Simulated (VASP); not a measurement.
Set up this calculation in VASP 6.6.1, as the native input.

```
Task                   : single point
Functional             : PBE
Potentials or basis    : VASP PAW PBE potentials, release 64 (Re_sv_GW, O_h, F_h)
Cutoff                 : 1010 eV
k mesh                 : 1 × 1 × 1
Occupations            : gaussian, width 0.01 eV
Spin                   : no spin polarisation
Dipole correction      : no
Further INCAR settings : ALGO = Normal; EDIFF = 1e-06; NBANDS = 29; NELMDL = -8
```

The structure of ReOF3 lies in POSCAR:

```
ReOF3
1.0
   12.4800000000      0.0000000000      0.0000000000
    0.0000000000     12.5500000000      0.0000000000
    0.0000000000      0.0000000000      9.9200000000
Re O F
1 1 3
Direct
    0.5077724400      0.4998207200      0.5015403200
    0.6390825300      0.4998207200      0.5461068500
    0.4973036900      0.6410757000      0.4536290300
    0.3605769200      0.4998207200      0.5440453600
    0.4973036900      0.3585657400      0.4536290300
```

These files were run (other wordings do the same):

INCAR

```
PREC = Accurate ; ENCUT = 1010
EDIFF = 1E-6 ; ISMEAR = 0
SIGMA = 0.01 ; LREAL = False
LASPH = True ; NELM = 120
ALGO = Normal ; ISIF = 2
LWAVE = False ; LCHARG = True
GGA = PE ; LELF = True
LVHAR = True ; NBANDS = 29
GGA_COMPAT = False ; NELMDL = -8
```

KPOINTS

```
regular mesh
0
Gamma
  1 1 1
```

Potentials or basis: VASP PAW PBE potentials, release 64 (Re_sv_GW, O_h, F_h).

Command:

```sh
$ cat potpaw_PBE.64/Re_sv_GW/POTCAR potpaw_PBE.64/O_h/POTCAR potpaw_PBE.64/F_h/POTCAR > POTCAR
$ mpirun -np 1 vasp_gam > vasp.out
```

Results of the run:

| Item | Value |
| --- | --- |
| Largest force | 0.460 eV/Å |
| Gap between the frontier levels | 0.80 eV |

Caveat: spin-orbit coupling is left out, which moves the levels of the heavy elements.

Wall time 7.4 min on 1 thread of AMD EPYC 9R45 96-Core Processor (Zen 5), on a shared host, peak memory 2.9 GiB.
